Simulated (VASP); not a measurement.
# BiN in VASP: notebook

Runs on BiN. Level: PBE. Tasks: single point.

All numbers are computed with VASP 6.6.1; they aren't measurements. Logs are shortened: lines on timing, memory, paths and dates and some standing lists are left out, and cuts for length are marked.

**1. The cell of the first run**

Symmetry: Fm-3m, No. 225, cubic system. Conventional cell: a = 5.140 Å, b = 5.140 Å, c = 5.140 Å, α = 90.00°, β = 90.00°, γ = 90.00°. Within 3.4 Å of Bi (site symmetry m-3m) lie 6 N at 2.57 Å. Within 3.4 Å of N (site symmetry m-3m) lie 6 Bi at 2.57 Å.

The cell was built from a structure type or drawn by symmetry, and may not be a known phase.

**2. Single point, PBE**

INCAR

```
SYSTEM = BiN
PREC = Accurate
ENCUT = 600
EDIFF = 1E-6
ISMEAR = 0
SIGMA = 0.15
LREAL = .FALSE.
LASPH = .TRUE.
NELM = 120
ALGO = Normal
ISIF = 2
LWAVE = .FALSE.
LCHARG = .FALSE.
GGA = PE
NBANDS = 17
GGA_COMPAT = .FALSE.
```

KPOINTS

```
Automatic mesh
0
G
  5 5 5
  0 0 0
```

POSCAR

```
BiN
1.0
    0.0000000000      2.5699201781      2.5699201781
    2.5699201781      0.0000000000      2.5699201781
    2.5699201781      2.5699201781      0.0000000000
Bi N
1 1
Direct
    0.0000000000      0.0000000000      0.0000000000
    0.5000000000      0.5000000000      0.5000000000
```

Potentials or basis: VASP PAW PBE potentials, release 64 (Bi_d, N).

The run is started by

```sh
$ cat potpaw_PBE.64/Bi_d/POTCAR potpaw_PBE.64/N/POTCAR > POTCAR
$ mpirun -np 1 vasp_std > vasp.out
```

OUTCAR:

```text
SYSTEM = BiN
   PREC = Accurate
   ENCUT = 600
   EDIFF = 1E-6
   ISMEAR = 0
   LREAL = .FALSE.
   LASPH = .TRUE.
   NELM = 120
   ISIF = 2
   GGA = PE

 ion  position               nearest neighbor table
   1  0.000  0.000  0.000-   2 2.57   2 2.57   2 2.57   2 2.57   2 2.57   2 2.57
   2  0.500  0.500  0.500-   1 2.57   1 2.57   1 2.57   1 2.57   1 2.57   1 2.57

  LATTYP: Found a face centered cubic cell.
 ALAT       =     5.1398403562

  Lattice vectors:

 A1 = (   0.0000000000,   2.5699201781,   2.5699201781)
 A2 = (   2.5699201781,   0.0000000000,   2.5699201781)
 A3 = (   2.5699201781,   2.5699201781,   0.0000000000)

Analysis of symmetry for initial positions (statically):
=====================================================================
 Subroutine PRICEL returns:
 Original cell was already a primitive cell.

 Routine SETGRP: Setting up the symmetry group for a
 face centered cubic supercell.

 Subroutine GETGRP returns: Found 48 space group operations
 (whereof 48 operations were pure point group operations)
 out of a pool of 48 trial point group operations.

The static configuration has the point symmetry O_h .

Analysis of symmetry for dynamics (positions and initial velocities):
=====================================================================
 Subroutine PRICEL returns:
 Original cell was already a primitive cell.

 Routine SETGRP: Setting up the symmetry group for a
 face centered cubic supercell.

 Subroutine GETGRP returns: Found 48 space group operations
 (whereof 48 operations were pure point group operations)
 out of a pool of 48 trial point group operations.

The dynamic configuration has the point symmetry O_h .

 Subroutine INISYM returns: Found 48 space group operations
 (whereof 48 operations are pure point group operations),
 and found     1 'primitive' translations

----------------------------------------------------------------------------------------

                                     Primitive cell

  volume of cell :      33.9460

  direct lattice vectors                    reciprocal lattice vectors
     0.000000000  2.569920178  2.569920178    -0.194558572  0.194558572  0.194558572
     2.569920178  0.000000000  2.569920178     0.194558572 -0.194558572  0.194558572
     2.569920178  2.569920178  0.000000000     0.194558572  0.194558572 -0.194558572

  length of vectors
     3.634415970  3.634415970  3.634415970     0.336985332  0.336985332  0.336985332

  position of ions in fractional coordinates (direct lattice)
     0.000000000  0.000000000  0.000000000
     0.500000000  0.500000000  0.500000000

  ion indices of the primitive-cell ions
   primitive index   ion index
                 1           1
                 2           2

----------------------------------------------------------------------------------------

 KPOINTS: Automatic mesh

Automatic generation of k-mesh.
 Grid dimensions read from file:
 generate k-points for:    5    5    5

 Generating k-lattice:

  Cartesian coordinates                     Fractional coordinates (reciprocal lattice)
    -0.038911714  0.038911714  0.038911714     0.200000000  0.000000000  0.000000000
     0.038911714 -0.038911714  0.038911714     0.000000000  0.200000000  0.000000000
     0.038911714  0.038911714 -0.038911714     0.000000000  0.000000000  0.200000000

  Length of vectors
     0.067397066  0.067397066  0.067397066

  Shift w.r.t. Gamma in fractional coordinates (k-lattice)
     0.000000000  0.000000000  0.000000000

 Subroutine IBZKPT returns following result:
 ===========================================

 Found     10 irreducible k-points:

 Following reciprocal coordinates:
            Coordinates               Weight
  0.000000  0.000000  0.000000      1.000000
  0.200000  0.000000  0.000000      8.000000
  0.400000  0.000000  0.000000      8.000000
  0.200000  0.200000  0.000000      6.000000
  0.400000  0.200000  0.000000     24.000000
 -0.400000  0.200000  0.000000     24.000000
 -0.200000  0.200000  0.000000     12.000000
  0.400000  0.400000  0.000000      6.000000
 -0.400000  0.400000  0.000000     12.000000
 -0.400000  0.400000  0.200000     24.000000
   k-points           NKPTS =     10   k-points in BZ     NKDIM =     10   number of bands    NBANDS=     17
   number of dos      NEDOS =    301   number of ions     NIONS =      2
   total plane-waves  NPLWV =  27000
   dimension x,y,z NGX =    30 NGY =   30 NGZ =   30
   dimension x,y,z NGXF=    60 NGYF=   60 NGZF=   60
   ions per type =               1   1
   NGX,Y,Z   is equivalent  to a cutoff of  13.72, 13.72, 13.72 a.u.
   NGXF,Y,Z  is equivalent  to a cutoff of  27.45, 27.45, 27.45 a.u.
 SYSTEM =  BiN
   PREC   = accura    normal or accurate (medium, high low for compatibility)
   ISTART =      0    job   : 0-new  1-cont  2-samecut
   ICHARG =      2    charge: 1-file 2-atom 10-const
   ISPIN  =      1    spin polarized calculation?
   LNONCOLLINEAR =      F non collinear calculations
   LSORBIT =      F    spin-orbit coupling
   LASPH  =      T    aspherical Exc in radial PAW
   ENCUT  =  600.0 eV  44.10 Ry    6.64 a.u.   7.26  7.26  7.26*2*pi/ulx,y,z
   NELM   =    120;   NELMIN=  2; NELMDL= -5     # of ELM steps
   EDIFF  = 0.1E-05   stopping-criterion for ELM
   LREAL  =      F    real-space projection
   EDIFFG = 0.1E-04   stopping-criterion for IOM
   NSW    =      0    number of steps for IOM
   IBRION =     -1    ionic relax: 0-MD 1-quasi-New 2-CG
   NFREE  =      0    steps in history (QN), initial steepest desc. (CG)
   ISIF   =      2    stress and relaxation
   ISYM   =      2    0-nonsym 1-usesym 2-fastsym
   POTIM  = 0.5000    time-step for ionic-motion
   TEBEG  =    0.0;   TEEND  =   0.0 temperature during run
   PSTRESS=    0.0 pullay stress
   NELECT =      20.0000    total number of electrons
   NUPDOWN=      -1.0000    fix difference up-down
   EMIN   =  10.00;   EMAX   =-10.00  energy-range for DOS
   EFERMI =   0.00;   METHOD = LEGACY
   ISMEAR =     0;   SIGMA  =   0.15  broadening in eV -4-tet -1-fermi 0-gaus
   EFERMI_NEDOS =   21; number of points for ismear=-14 and -15
   IALGO  =     38    algorithm
   IMIX   =      4    mixing-type and parameters
     AMIX     =   0.40;   BMIX     =  1.00
     AMIX_MAG =   1.60;   BMIX_MAG =  1.00
  volume/ion in A,a.u.               =      16.97       114.54
  Fermi-wavevector in a.u.,A,eV,Ry     =   1.372425  2.593507 25.627248  1.883550
  Thomas-Fermi vector in A             =   2.498033
   LORBIT       =      0    0 simple, 1 ext, 2 COOP (PROOUT), +10 PAW based schemes
   GGA     = PE    functional components
   LHFCALC =     F    Hartree Fock is set to
   AEXX    =    0.0000 exact exchange contribution
   IVDW    =     0    specifies the selected vdW correction
   LEPSILON=     F    determine dielectric tensor
   LRPA    =     F    only Hartree local field effects (RPA)
 non-spin polarized calculation
 Gauss-broadening in eV      SIGMA  =   0.15
  energy-cutoff  :      600.00
  volume of cell :       33.95
 maximum number of plane-waves:      1149
 NGX is ok and might be reduce to    30
   NGX = 15   NGY = 15   NGZ = 15

 number of electron      20.0000001 magnetization

 Free energy of the ion-electron system (eV)
  ---------------------------------------------------
  ext. energy  EPLUGINS =         0.00000000
  ---------------------------------------------------
  free energy    TOTEN  =       -10.77538514 eV

  energy without entropy =      -10.77538402  energy(sigma->0) =      -10.77538458

 E-fermi :   9.0986     XC(G=0): -11.2445

 val. band max:        8.6342251262   @ k =  -0.2000   0.2000   0.0000
 cond. band min:       9.5632605266   @ k =  -0.2000   0.2000   0.0000
 fundamental gap:      0.9290354004
 Fermi energy:         9.0986282760

 k-point     1 :       0.0000    0.0000    0.0000
  band No.  band energies     occupation
      1     -14.3530      2.00000
      2     -14.3530      2.00000
      3     -14.3530      2.00000
      4     -14.2672      2.00000
      5     -14.2672      2.00000
      6      -7.5865      2.00000
[... 9 lines left out ...]
     16      18.2399      0.00000
     17      18.2399      0.00000

 k-point     2 :       0.2000    0.0000    0.0000
  band No.  band energies     occupation
      1     -14.3500      2.00000
      2     -14.3369      2.00000
      3     -14.3369      2.00000
      4     -14.2680      2.00000
      5     -14.2680      2.00000
      6      -7.0177      2.00000
[... 9 lines left out ...]
     16      19.3531      0.00000
     17      21.9327      0.00000

 k-point     3 :       0.4000    0.0000    0.0000
  band No.  band energies     occupation
      1     -14.3472      2.00000
      2     -14.3403      2.00000
      3     -14.3403      2.00000
      4     -14.2393      2.00000
      5     -14.2393      2.00000
      6      -5.5333      2.00000
[... 9 lines left out ...]
     16      21.7544      0.00000
     17      22.5550      0.00000

 k-point     4 :       0.2000    0.2000    0.0000
  band No.  band energies     occupation
      1     -14.3719      2.00000
      2     -14.3115      2.00000
      3     -14.3115      2.00000
      4     -14.3095      2.00000
      5     -14.2495      2.00000
      6      -6.8254      2.00000
[... 9 lines left out ...]
     16      21.4795      0.00000
     17      22.4981      0.00000

 k-point     5 :       0.4000    0.2000    0.0000
  band No.  band energies     occupation
      1     -14.3704      2.00000
      2     -14.3389      2.00000
      3     -14.2968      2.00000
      4     -14.2796      2.00000
      5     -14.2294      2.00000
      6      -5.6389      2.00000
[... 9 lines left out ...]
     16      23.3005      0.00000
     17      23.9730      0.00000

 k-point     6 :      -0.4000    0.2000    0.0000
  band No.  band energies     occupation
      1     -14.3611      2.00000
      2     -14.3206      2.00000
      3     -14.3058      2.00000
      4     -14.2671      2.00000
      5     -14.2434      2.00000
      6      -4.7851      2.00000
[... 9 lines left out ...]
     16      21.5263      0.00000
     17      23.6347      0.00000

 k-point     7 :      -0.2000    0.2000    0.0000
  band No.  band energies     occupation
      1     -14.3404      2.00000
      2     -14.3359      2.00000
      3     -14.3078      2.00000
      4     -14.2901      2.00000
      5     -14.2511      2.00000
      6      -6.1224      2.00000
[... 9 lines left out ...]
     16      20.8981      0.00000
     17      23.4557      0.00000

 k-point     8 :       0.4000    0.4000    0.0000
  band No.  band energies     occupation
      1     -14.4036      2.00000
      2     -14.4025      2.00000
      3     -14.2413      2.00000
      4     -14.2413      2.00000
      5     -14.2206      2.00000
      6      -4.9926      2.00000
[... 9 lines left out ...]
     16      24.6090      0.00000
     17      25.7493      0.00000

 k-point     9 :      -0.4000    0.4000    0.0000
  band No.  band energies     occupation
      1     -14.4018      2.00000
      2     -14.3683      2.00000
      3     -14.2528      2.00000
      4     -14.2399      2.00000
      5     -14.2364      2.00000
      6      -4.4147      2.00000
[... 9 lines left out ...]
     16      24.1098      0.00000
     17      24.1399      0.00000

 k-point    10 :      -0.4000    0.4000    0.2000
  band No.  band energies     occupation
      1     -14.3660      2.00000
      2     -14.3457      2.00000
      3     -14.2976      2.00000
      4     -14.2479      2.00000
      5     -14.2421      2.00000
      6      -4.6031      2.00000
[... 9 lines left out ...]
     16      24.1494      0.00000
     17      24.7356      0.00000

------------------------ aborting loop because EDIFF is reached ----------------------------------------

  FORCE on cell =-STRESS in cart. coord.  units (eV):
  Direction    XX          YY          ZZ          XY          YZ          ZX
  --------------------------------------------------------------------------------------
  -------------------------------------------------------------------------------------
  Total       -0.0716177     -0.0716177     -0.0716177      0.0000000      0.0000000     -0.0000000
  in kB       -3.3801953     -3.3801953     -3.3801953      0.0000000      0.0000000     -0.0000000
  external PRESSURE =      -3.3801953 kB  Pullay stress =       0.0000000 kB

 VOLUME and BASIS-vectors are now :
 -----------------------------------------------------------------------------
  energy-cutoff  :      600.00
  volume of cell :       33.95
      direct lattice vectors                 reciprocal lattice vectors
     0.000000000  2.569920178  2.569920178    -0.194558572  0.194558572  0.194558572
     2.569920178  0.000000000  2.569920178     0.194558572 -0.194558572  0.194558572
     2.569920178  2.569920178  0.000000000     0.194558572  0.194558572 -0.194558572

 POSITION                                       TOTAL-FORCE (eV/Angst)
 -----------------------------------------------------------------------------------
      0.00000      0.00000      0.00000         0.000000     -0.000000      0.000000
      2.56992      2.56992      2.56992         0.000000      0.000000     -0.000000
 -----------------------------------------------------------------------------------
    total drift:                                0.000000      0.000000      0.000000

  FREE ENERGIE OF THE ION-ELECTRON SYSTEM (eV)
  ---------------------------------------------------
  free  energy   TOTEN  =       -10.7753851373 eV

  energy  without entropy=      -10.7753840193  energy(sigma->0) =      -10.77538458
```

It took 14 s on 1 thread of Intel Xeon Platinum 8375C at 2.90GHz (Ice Lake), shared host; peak memory 0.16 GiB.

What came out:

```yaml
Free_energy: -10.7754 eV
Pressure: -0.3 GPa
Band_gap_on_the_k_mesh: 0.93 eV
```

Levels at points of the mesh, in eV from the valence-band top:
```
           k point  band 6  band 7  band 8  band 9  band 10  band 11  band 12  band 13  band 14  band 15
(0.00, 0.00, 0.00)  -16.22   -7.21   -2.03   -2.03    -2.03     6.34     6.34     6.34     9.14     9.61
```

Caveat: the k points lie up to 0.42 Å⁻¹ apart; spin-orbit coupling is left out, which moves the levels of the heavy elements; an odd mesh through Γ misses points on the zone boundary, where band edges can lie.

**3. Single point, PBE**

This run uses another cell than the first one, of 16.88 Å³/atom.

Changes to INCAR since step 2:

```diff
@@ -5,3 +5,3 @@
 ISMEAR = 0
-SIGMA = 0.15
+SIGMA = 0.1
 LREAL = .FALSE.
@@ -12,4 +12,6 @@
 LWAVE = .FALSE.
-LCHARG = .FALSE.
+LCHARG = .TRUE.
 GGA = PE
+LELF = .TRUE.
+LVHAR = .TRUE.
 NBANDS = 17
```

KPOINTS

```
Automatic mesh
0
G
  6 6 6
  0 0 0
```

POSCAR

```
BiN
1.0
    0.0000000000      2.5653679709      2.5653679709
    2.5653679709      0.0000000000      2.5653679709
    2.5653679709      2.5653679709      0.0000000000
Bi N
1 1
Direct
    0.5000000000      0.5000000000      0.5000000000
    0.0000000000      0.0000000000      0.0000000000
```

Potentials or basis: VASP PAW PBE potentials, release 64 (Bi_d, N).

The run is started by

```sh
$ cat potpaw_PBE.64/Bi_d/POTCAR potpaw_PBE.64/N/POTCAR > POTCAR
$ mpirun -np 1 vasp_std > vasp.out
```

It took 23 s on 1 thread of Intel Xeon Platinum 8375C at 2.90GHz (Ice Lake), shared host; peak memory 0.16 GiB.

It converged, with:

- Free energy: -10.7372 eV
- Pressure: 0.9 GPa
- Band gap on the k mesh: 1.06 eV

Levels at points of the mesh, in eV from the valence-band top:
```
           k point  band 6  band 7  band 8  band 9  band 10  band 11  band 12  band 13  band 14  band 15
(0.00, 0.00, 0.00)  -15.95   -6.86   -1.74   -1.74    -1.74     6.72     6.72     6.72     9.47     9.96
(0.50, 0.00, 0.00)  -13.40  -11.03   -1.16   -1.16    -0.43     1.10     3.00     3.00     9.51    13.84
(0.50, 0.50, 0.00)  -12.88   -8.46   -6.30   -3.55    -3.55     5.12     5.31     6.31     6.31    15.11
```

Caveat: spin-orbit coupling is left out, which moves the levels of the heavy elements.

(Part 1 of 2 ends here.)
